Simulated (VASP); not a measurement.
# HfN (Fm-3m) in VASP: notebook, part 2 of 2

VASP 6.6.1.

## Step 3: Single point, PBEsol

This run uses another cell than the first one, of 11.40 Å³/atom.

Contents of INCAR:

```
SYSTEM = HfN
  PREC = Accurate
  ENCUT = 520
  EDIFF = 1E-7
  ISMEAR = 0
  SIGMA = 0.1
  LREAL = .False.
  LASPH = .True.
  NELM = 80
  ALGO = Normal
  ISIF = 2
  LWAVE = .False.
  LCHARG = .True.
  GGA = PS
  LELF = .True.
  LVHAR = .True.
  NBANDS = 14
```

Contents of KPOINTS:

```
Automatic mesh
0
Gamma
  16 16 16
  0 0 0
```

Contents of POSCAR:

```
HfN
1.0
    0.0000000000      2.2508648575      2.2508648575
    2.2508648575      0.0000000000      2.2508648575
    2.2508648575      2.2508648575      0.0000000000
Hf N
1 1
Direct
    0.0000000000      0.0000000000      0.0000000000
    0.5000000000      0.5000000000      0.5000000000
```

Potentials or basis: VASP PAW PBE potentials, release 64 (Hf_pv, N).

The run is started by

```bash
$ cat potpaw_PBE.64/Hf_pv/POTCAR potpaw_PBE.64/N/POTCAR > POTCAR
$ mpirun -np 1 vasp_std > vasp.out
```

OUTCAR:

```text
SYSTEM = HfN
   PREC = Accurate
   ENCUT = 520
   EDIFF = 1E-7
   ISMEAR = 0
   LREAL = .False.
   LASPH = .True.
   NELM = 80
   ISIF = 2
   GGA = PS

 ion  position               nearest neighbor table
   1  0.000  0.000  0.000-   2 2.25   2 2.25   2 2.25   2 2.25   2 2.25   2 2.25
   2  0.500  0.500  0.500-   1 2.25   1 2.25   1 2.25   1 2.25   1 2.25   1 2.25

  LATTYP: Found a face centered cubic cell.
 ALAT       =     4.5017297150

  Lattice vectors:

 A1 = (   0.0000000000,   2.2508648575,   2.2508648575)
 A2 = (   2.2508648575,   0.0000000000,   2.2508648575)
 A3 = (   2.2508648575,   2.2508648575,   0.0000000000)

Analysis of symmetry for initial positions (statically):
=====================================================================
 Subroutine PRICEL returns:
 Original cell was already a primitive cell.

 Routine SETGRP: Setting up the symmetry group for a
 face centered cubic supercell.

 Subroutine GETGRP returns: Found 48 space group operations
 (whereof 48 operations were pure point group operations)
 out of a pool of 48 trial point group operations.

The static configuration has the point symmetry O_h .

Analysis of symmetry for dynamics (positions and initial velocities):
=====================================================================
 Subroutine PRICEL returns:
 Original cell was already a primitive cell.

 Routine SETGRP: Setting up the symmetry group for a
 face centered cubic supercell.

 Subroutine GETGRP returns: Found 48 space group operations
 (whereof 48 operations were pure point group operations)
 out of a pool of 48 trial point group operations.

The dynamic configuration has the point symmetry O_h .

 Subroutine INISYM returns: Found 48 space group operations
 (whereof 48 operations are pure point group operations),
 and found     1 'primitive' translations

----------------------------------------------------------------------------------------

                                     Primitive cell

  volume of cell :      22.8075

  direct lattice vectors                    reciprocal lattice vectors
     0.000000000  2.250864857  2.250864857    -0.222136837  0.222136837  0.222136837
     2.250864857  0.000000000  2.250864857     0.222136837 -0.222136837  0.222136837
     2.250864857  2.250864857  0.000000000     0.222136837  0.222136837 -0.222136837

  length of vectors
     3.183203609  3.183203609  3.183203609     0.384752288  0.384752288  0.384752288

  position of ions in fractional coordinates (direct lattice)
     0.000000000  0.000000000  0.000000000
     0.500000000  0.500000000  0.500000000

  ion indices of the primitive-cell ions
   primitive index   ion index
                 1           1
                 2           2

----------------------------------------------------------------------------------------

 KPOINTS: Automatic mesh

Automatic generation of k-mesh.
 Grid dimensions read from file:
 generate k-points for:   16   16   16

 Generating k-lattice:

  Cartesian coordinates                     Fractional coordinates (reciprocal lattice)
    -0.013883552  0.013883552  0.013883552     0.062500000  0.000000000  0.000000000
     0.013883552 -0.013883552  0.013883552     0.000000000  0.062500000  0.000000000
     0.013883552  0.013883552 -0.013883552     0.000000000  0.000000000  0.062500000

  Length of vectors
     0.024047018  0.024047018  0.024047018

  Shift w.r.t. Gamma in fractional coordinates (k-lattice)
     0.000000000  0.000000000  0.000000000
[... 37 lines left out ...]
   dimension x,y,z NGXF=    48 NGYF=   48 NGZF=   48
   ions per type =               1   1
   NGX,Y,Z   is equivalent  to a cutoff of  12.53, 12.53, 12.53 a.u.
   NGXF,Y,Z  is equivalent  to a cutoff of  25.07, 25.07, 25.07 a.u.
 SYSTEM =  HfN
   PREC   = accura    normal or accurate (medium, high low for compatibility)
   ISTART =      0    job   : 0-new  1-cont  2-samecut
   ICHARG =      2    charge: 1-file 2-atom 10-const
   ISPIN  =      1    spin polarized calculation?
   LNONCOLLINEAR =      F non collinear calculations
   LSORBIT =      F    spin-orbit coupling
   LASPH  =      T    aspherical Exc in radial PAW
   ENCUT  =  520.0 eV  38.22 Ry    6.18 a.u.   5.92  5.92  5.92*2*pi/ulx,y,z
   NELM   =     80;   NELMIN=  2; NELMDL= -5     # of ELM steps
   EDIFF  = 0.1E-06   stopping-criterion for ELM
   LREAL  =      F    real-space projection
   EDIFFG = 0.1E-05   stopping-criterion for IOM
   NSW    =      0    number of steps for IOM
   IBRION =     -1    ionic relax: 0-MD 1-quasi-New 2-CG
   NFREE  =      0    steps in history (QN), initial steepest desc. (CG)
   ISIF   =      2    stress and relaxation
   ISYM   =      2    0-nonsym 1-usesym 2-fastsym
   POTIM  = 0.5000    time-step for ionic-motion
   TEBEG  =    0.0;   TEEND  =   0.0 temperature during run
   PSTRESS=    0.0 pullay stress
   NELECT =      15.0000    total number of electrons
   NUPDOWN=      -1.0000    fix difference up-down
   EMIN   =  10.00;   EMAX   =-10.00  energy-range for DOS
   EFERMI =   0.00;   METHOD = LEGACY
   ISMEAR =     0;   SIGMA  =   0.10  broadening in eV -4-tet -1-fermi 0-gaus
   EFERMI_NEDOS =   21; number of points for ismear=-14 and -15
   IALGO  =     38    algorithm
   IMIX   =      4    mixing-type and parameters
     AMIX     =   0.40;   BMIX     =  1.00
     AMIX_MAG =   1.60;   BMIX_MAG =  1.00
  volume/ion in A,a.u.               =      11.40        76.96
  Fermi-wavevector in a.u.,A,eV,Ry     =   1.423680  2.690366 27.577183  2.026866
  Thomas-Fermi vector in A             =   2.544252
   LORBIT       =      0    0 simple, 1 ext, 2 COOP (PROOUT), +10 PAW based schemes
   GGA     = PS    functional components
   LHFCALC =     F    Hartree Fock is set to
   AEXX    =    0.0000 exact exchange contribution
   IVDW    =     0    specifies the selected vdW correction
   LEPSILON=     F    determine dielectric tensor
   LRPA    =     F    only Hartree local field effects (RPA)
 non-spin polarized calculation
 Gauss-broadening in eV      SIGMA  =   0.10
  energy-cutoff  :      520.00
  volume of cell :       22.81
 maximum number of plane-waves:       636
   NGX = 11   NGY = 11   NGZ = 11

 number of electron      15.0000001 magnetization

 Free energy of the ion-electron system (eV)
  ---------------------------------------------------
  ext. energy  EPLUGINS =         0.00000000
  ---------------------------------------------------
  free energy    TOTEN  =       -22.99479261 eV

  energy without entropy =      -22.99183972  energy(sigma->0) =      -22.99331617

 E-fermi :   8.2868     XC(G=0): -12.9506

 val. band max:        8.2742820322   @ k =  -0.4375   0.3125   0.1250
 cond. band min:       8.2875828754   @ k =  -0.1250   0.0625   0.0000
 fundamental gap:      0.0133008432
 Fermi energy:         8.2867896145

 k-point     1 :       0.0000    0.0000    0.0000
  band No.  band energies     occupation
      1     -22.7236      2.00000
      2     -22.7236      2.00000
      3     -22.7236      2.00000
      4      -9.2071      2.00000
      5       5.2995      2.00000
      6       5.2995      2.00000
      7       5.2995      2.00000
      8       7.9173      2.00000
      9       7.9173      2.00000
     10       7.9173      2.00000
     11      10.2112      0.00000
     12      10.2646      0.00000
     13      10.2646      0.00000
     14      17.8595      0.00000
[... 377 lines left out ...]
      1     -22.8254      2.00000
      2     -22.7490      2.00000
      3     -22.7255      2.00000
      4      -8.9622      2.00000
      5       4.2627      2.00000
      6       4.6146      2.00000
      7       4.9352      2.00000
      8       8.0931      1.99383
      9       8.0943      1.99351
     10       8.5470      0.00023
     11      10.4011      0.00000
     12      11.2222      0.00000
     13      11.3285      0.00000
     14      18.6697      0.00000

 [... further k-points ...]

------------------------ aborting loop because EDIFF is reached ----------------------------------------

  FORCE on cell =-STRESS in cart. coord.  units (eV):
  Direction    XX          YY          ZZ          XY          YZ          ZX
  --------------------------------------------------------------------------------------
  -------------------------------------------------------------------------------------
  Total       -0.3149168     -0.3149168     -0.3149168     -0.0000000      0.0000000      0.0000000
  in kB      -22.1221940    -22.1221940    -22.1221940     -0.0000000      0.0000000      0.0000000
  external PRESSURE =     -22.1221940 kB  Pullay stress =       0.0000000 kB

 VOLUME and BASIS-vectors are now :
 -----------------------------------------------------------------------------
  energy-cutoff  :      520.00
  volume of cell :       22.81
      direct lattice vectors                 reciprocal lattice vectors
     0.000000000  2.250864857  2.250864857    -0.222136837  0.222136837  0.222136837
     2.250864857  0.000000000  2.250864857     0.222136837 -0.222136837  0.222136837
     2.250864857  2.250864857  0.000000000     0.222136837  0.222136837 -0.222136837

 POSITION                                       TOTAL-FORCE (eV/Angst)
 -----------------------------------------------------------------------------------
      0.00000      0.00000      0.00000         0.000000      0.000000      0.000000
      2.25086      2.25086      2.25086        -0.000000     -0.000000     -0.000000
 -----------------------------------------------------------------------------------
    total drift:                                0.000000     -0.000000     -0.000000

  FREE ENERGIE OF THE ION-ELECTRON SYSTEM (eV)
  ---------------------------------------------------
  free  energy   TOTEN  =       -22.9947926136 eV

  energy  without entropy=      -22.9918397174  energy(sigma->0) =      -22.99331617
```

OSZICAR:

```text
N       E                     dE             d eps       ncg     rms          rms(c)
DAV:   1     0.360935409828E+02    0.36094E+02   -0.77343E+03  4068   0.101E+03
DAV:   2    -0.237712992675E+02   -0.59865E+02   -0.56005E+02  5338   0.234E+02
DAV:   3    -0.257143188330E+02   -0.19430E+01   -0.19339E+01  4696   0.344E+01
DAV:   4    -0.257214106224E+02   -0.70918E-02   -0.70899E-02  4864   0.242E+00
DAV:   5    -0.257214523436E+02   -0.41721E-04   -0.41721E-04  4736   0.160E-01    0.513E+01
DAV:   6    -0.231110417642E+02    0.26104E+01   -0.71964E+00  4546   0.209E+01    0.427E+01
DAV:   7    -0.230253697022E+02    0.85672E-01   -0.43780E-01  5140   0.579E+00    0.260E+01
DAV:   8    -0.229998559072E+02    0.25514E-01   -0.10051E-01  4786   0.266E+00    0.505E+00
DAV:   9    -0.229949734207E+02    0.48825E-02   -0.14181E-02  4708   0.937E-01    0.199E+00
DAV:  10    -0.229948312229E+02    0.14220E-03   -0.11532E-03  5390   0.318E-01    0.477E-01
DAV:  11    -0.229947941580E+02    0.37065E-04   -0.85181E-05  5050   0.916E-02    0.846E-02
DAV:  12    -0.229947929593E+02    0.11987E-05   -0.75742E-06  5106   0.234E-02    0.286E-02
DAV:  13    -0.229947926777E+02    0.28161E-06   -0.19762E-07  4708   0.421E-03    0.219E-03
DAV:  14    -0.229947926136E+02    0.64091E-07   -0.17510E-08  3008   0.116E-03
   1 F= -.22994793E+02 E0= -.22993316E+02  d E =-.295290E-02
```

stdout:

```text
POSCAR found type information on POSCAR HfN
 POSCAR found :  2 types and       2 ions
 scaLAPACK will be used
 -----------------------------------------------------------------------------
|                                                                             |
|                                                                             |
|     You enforced a specific xc type in the INCAR file but a different       |
|     I HOPE YOU KNOW WHAT YOU ARE DOING!                                     |
|                                                                             |
 -----------------------------------------------------------------------------

 LDA part: xc-table for (Slater+PW92), standard interpolation
 POSCAR, INCAR and KPOINTS ok, starting setup
 FFT: planning ... GRIDC
 FFT: planning ... GRID_SOFT
 FFT: planning ... GRID
 WAVECAR not read
 entering main loop
```

Run time: 28 s. Hardware: 1 thread of AMD EPYC 9R45 (Zen 5), shared host; peak memory 0.15 GiB.

What came out:

| Item | Value |
| --- | --- |
| Free energy | -22.9948 eV |
| Pressure | -2.2 GPa |
| Band gap on the k mesh | zero (an odd number of electrons rules out a gap without spin polarisation) |

Caveat: the PAW data sets were made with another functional, which shifts forces and pressure a little; spin-orbit coupling is left out, which moves the levels of the heavy elements.
